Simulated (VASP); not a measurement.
# Si2B3 (Cmmm) in VASP: notebook, part 2 of 2

VASP 6.6.1.

## (3) Relaxation of cell and atoms, PBE

This run uses another cell than the first one, of 10.36 Å³/atom, 0.997 times its volume.

Input file INCAR:

```
PREC = Accurate ; ENCUT = 500
EDIFF = 1E-7 ; ISMEAR = 0
SIGMA = 0.2 ; LREAL = F
LASPH = T ; NELM = 120
ALGO = Normal ; ISIF = 3
LWAVE = F ; LCHARG = F
GGA = PE ; IBRION = 2
NSW = 36 ; EDIFFG = -0.08
GGA_COMPAT = F ; NELMIN = 4
```

Input file KPOINTS:

```
regular mesh
0
Gamma
  4 4 4
```

Input file POSCAR:

```
Si2B3
1.0
    2.4103545000     -2.8513959100      0.0000000000
    2.4103545000      2.8513959100      0.0000000000
    0.0000000000      0.0000000000      3.7687298200
Si B
2 3
Direct
    0.8599115600      0.1400884400      0.0000000000
    0.1400884400      0.8599115600      0.0000000000
    0.6606245200      0.3393754800      0.5000000000
    0.3393754800      0.6606245200      0.5000000000
    0.0000000000      0.0000000000      0.5000000000
```

Potentials or basis: VASP PAW PBE potentials, release 64 (Si, B).

Run with:

```sh
cat potpaw_PBE.64/Si/POTCAR potpaw_PBE.64/B/POTCAR > POTCAR
mpirun -np 1 vasp_std > vasp.out
```

It took 80 s on 1 thread of Intel Xeon 6975P-C (Granite Rapids), shared host; peak memory 0.15 GiB.

Results (log left out):

```yaml
Free_energy: -27.4568 eV
Relaxed_volume: 10.39 Å³/atom
Relaxed_cell: a = 3.493 Å, b = 3.493 Å, c = 4.266 Å, α = 90.00°, β = 90.00°, γ = 93.30°
Space_group_after_relaxing_to_0.05_Å: Cmmm (No. 65)
Energy_gained_by_relaxing: 1741.6 meV/atom
Ionic_steps: 17
Pressure_after_relaxing: 0.0 GPa
Largest_force_after_relaxing: 0.054 eV/Å
```

Forces in eV/Å, atoms in the order of the input:
```
Si   0.000 -0.043  0.000
Si   0.000  0.043  0.000
B    0.000  0.054  0.000
B    0.000 -0.054  0.000
B    0.000  0.000  0.000
```

Stress tensor (GPa, compression positive):
```
-0.22  0.00  0.00
 0.00  0.00  0.00
 0.00  0.00  0.32
```

The path:
```
step  energy change (eV)  largest force (eV/Å)  pressure (GPa)  volume (Å³)
   1              0.0000               31.0078           43.28        51.80
   2              6.9024               42.8359           36.00        73.66
   3             -4.6284                1.2728           -2.12        61.48
   4             -4.8228                1.3267           -2.40        61.03
   5             -6.2115                1.5360           -4.19        56.37
   6             -6.9394                1.0992           -3.42        54.08
   7             -7.1496                0.9663           -1.11        52.94
   8             -7.1578                1.1084            0.63        52.46
   9             -7.1622                0.9233           -0.11        52.65
  10             -8.1344                0.8666           -2.67        52.65
  11             -7.0180               11.9811           17.86        51.60
  12             -8.3803                2.2931           -0.35        52.49
  13             -8.6922                0.1891            0.32        52.33
  14             -8.6928                0.2469            0.23        52.34
  15             -8.7019                0.2223           -1.74        52.44
  16             -8.7053                0.0854           -1.12        52.41
  17             -8.7078                0.0536            0.03        51.96
```

Final structure:
```
Si B
1.0
     2.39758   -2.53983    0.00000
     2.39758    2.53983    0.00000
     0.00000    0.00000    4.26624
Si B
2 3
Direct
  0.77504 0.22496 0.00000
  0.22496 0.77504 0.00000
  0.66606 0.33394 0.50000
  0.33394 0.66606 0.50000
  0.00000 0.00000 0.50000
```

Levels at points of the mesh, in eV from the Fermi level:
```
           k point  band 7  band 8  band 9  band 10  band 11  band 12
(0.00, 0.00, 0.00)   -1.24    0.08    0.11     1.93     2.05     2.28
(0.50, 0.00, 0.00)   -4.59   -1.36   -0.56    -0.05     3.64     5.08
(0.50, 0.50, 0.00)   -3.34   -3.07   -2.11    -1.38    -0.86     3.17
(0.00, 0.00, 0.50)   -1.81   -0.98   -0.39    -0.07     2.27     2.71
(0.50, 0.00, 0.50)    0.33    0.39    0.60     0.85     1.90     2.27
(0.50, 0.50, 0.50)   -6.06   -5.42    3.61     4.43     5.61     5.79
```

Caveat: the k points lie up to 0.45 Å⁻¹ apart in the final cell; the relaxation stopped at a loose force limit of 0.08 eV/Å, so its end isn't a converged minimum.

## (4) Single point, PBE

This run uses another cell than the first one: it holds 10 atoms, not 5.

Input file INCAR:

```
ALGO     = Normal         # electronic algorithm
EDIFF    = 1E-6           # SCF threshold, eV
ENCUT    = 500            # plane-wave cutoff, eV
GGA      = PE             # functional
GGA_COMPAT= F            
ISIF     = 2              # what is computed and relaxed
ISMEAR   = 0              # smearing method
LASPH    = T              # aspherical terms in the spheres
LCHARG   = T              # write CHGCAR
LELF     = T              # ELF
LREAL    = F              # projectors in reciprocal space
LVHAR    = T            
LWAVE    = F              # write WAVECAR
NBANDS   = 28             # bands
NELM     = 120            # most SCF steps
PREC     = Accurate       # precision mode
SIGMA    = 0.2            # smearing width, eV
```

Input file KPOINTS:

```
k-points
0
Gamma
  4 4 3
```

Input file POSCAR:

```
Si2B3
1.0
    2.5831061835     -4.6385224980      0.0000000000
    2.5831061835      4.6385224980      0.0000000000
    0.0000000000      0.0000000000      6.5157924284
Si B
4 6
Direct
    0.0000000000      0.5000000000      0.7976325998
    0.5000000000      0.0000000000      0.2023674002
    0.0000000000      0.5000000000      0.2023674002
    0.5000000000      0.0000000000      0.7976325998
    0.0000000000      0.5000000000      0.5000000000
    0.5000000000      0.0000000000      0.5000000000
    0.3878497842      0.2142427796      0.0000000000
    0.6121502158      0.7857572204      0.0000000000
    0.7857572204      0.6121502158      0.0000000000
    0.2142427796      0.3878497842      0.0000000000
```

Potentials or basis: VASP PAW PBE potentials, release 64 (Si, B).

Run with:

```sh
cat potpaw_PBE.64/Si/POTCAR potpaw_PBE.64/B/POTCAR > POTCAR
mpirun -np 1 vasp_std > vasp.out
```

OUTCAR:

```text
EDIFF = 1E-6
   ENCUT = 500
   GGA = PE
   ISIF = 2
   ISMEAR = 0
   LASPH = T
   LREAL = F
   NELM = 120
   PREC = Accurate

 ion  position               nearest neighbor table
   1  0.000  0.500  0.798-   5 1.94   9 2.02  10 2.02   4 2.58   4 2.58   3 2.64
   2  0.500  0.000  0.202-   6 1.94   7 2.02   8 2.02   3 2.58   3 2.58   4 2.64
   3  0.000  0.500  0.202-   5 1.94   9 2.02  10 2.02   2 2.58   2 2.58   1 2.64
   4  0.500  0.000  0.798-   6 1.94   7 2.02   8 2.02   1 2.58   1 2.58   2 2.64
   5  0.000  0.500  0.500-   1 1.94   3 1.94
   6  0.500  0.000  0.500-   2 1.94   4 1.94
   7  0.388  0.214  0.000-  10 1.61   4 2.02   2 2.02   9 2.06
[... 645 lines left out ...]

 VOLUME and BASIS-vectors are now :
 -----------------------------------------------------------------------------
  energy-cutoff  :      500.00
  volume of cell :      156.14
      direct lattice vectors                 reciprocal lattice vectors
     2.583106183 -4.638522498  0.000000000     0.193565407 -0.107792945  0.000000000
     2.583106183  4.638522498  0.000000000     0.193565407  0.107792945  0.000000000
     0.000000000  0.000000000  6.515792428     0.000000000  0.000000000  0.153473275

 POSITION                                       TOTAL-FORCE (eV/Angst)
 -----------------------------------------------------------------------------------
      1.29155      2.31926      5.19721        -0.000000     -0.000000      0.015932
      1.29155     -2.31926      1.31858         0.000000     -0.000000     -0.015932
      1.29155      2.31926      1.31858        -0.000000     -0.000000     -0.015932
      1.29155     -2.31926      5.19721         0.000000     -0.000000      0.015932
      1.29155      2.31926      3.25790        -0.000000     -0.000000      0.000000
      1.29155     -2.31926      3.25790         0.000000     -0.000000      0.000000
      1.55527     -0.80528      0.00000         0.003028      0.008387     -0.000000
      3.61094      0.80528      0.00000        -0.003028     -0.008387      0.000000
      3.61094     -0.80528      0.00000        -0.003028      0.008387      0.000000
      1.55527      0.80528      0.00000         0.003028     -0.008387      0.000000
 -----------------------------------------------------------------------------------
    total drift:                                0.000000      0.000000     -0.000000

  FREE ENERGIE OF THE ION-ELECTRON SYSTEM (eV)
  ---------------------------------------------------
  free  energy   TOTEN  =       -52.9250080616 eV

  energy  without entropy=      -52.8602749008  energy(sigma->0) =      -52.89264148
```

It took 38 s on 1 thread of Intel Xeon 6975P-C (Granite Rapids), shared host; peak memory 0.25 GiB.

Results:

| Item | Value |
| --- | --- |
| Free energy | -52.9250 eV |
| Pressure | 0.3 GPa |
| Largest force | 0.016 eV/Å |
| Band gap on the k mesh | zero (band 17 reaches 4.02 eV, above the bottom of band 18 at 2.79 eV) |

Forces in eV/Å, atoms in the order of the input:
```
Si   0.000  0.000  0.016
Si   0.000  0.000 -0.016
Si   0.000  0.000 -0.016
Si   0.000  0.000  0.016
B    0.000  0.000  0.000
B    0.000  0.000  0.000
B    0.003  0.008  0.000
B   -0.003 -0.008  0.000
B   -0.003  0.008  0.000
B    0.003 -0.008  0.000
```

Stress tensor (GPa, compression positive):
```
0.31 0.00 0.00
0.00 0.18 0.00
0.00 0.00 0.38
```

## (5) Summary

```tsv
task	cell	k mesh	gap on the mesh (eV)	pressure (GPa)	largest force (eV/Å)
single point	a = 3.497, b = 3.497, c = 4.257 Å, angles 90.0, 90.0, 93.3°, 5 atoms	4 × 4 × 4	none	0.0	0.03
relaxation of cell and atoms	relaxed from a = 3.734, b = 3.734, c = 3.769 Å, angles 90.0, 90.0, 99.6°, 5 atoms	4 × 4 × 4	none	0.0	0.05
single point	a = 5.309, b = 5.309, c = 6.516 Å, angles 90.0, 90.0, 121.8°, 10 atoms	4 × 4 × 3	none	0.3	0.02
```

Alike in all rows: level PBE; potentials or basis VASP PAW PBE potentials, release 64 (Si, B); no spin polarisation; cutoff (eV) 500; smearing gaussian 0.2 eV.

Caveats: some runs use coarse meshes; the relaxation stopped at a loose force limit of 0.08 eV/Å, so its end isn't a converged minimum (some runs).

Absolute energies hang on the potentials; compare differences alone.
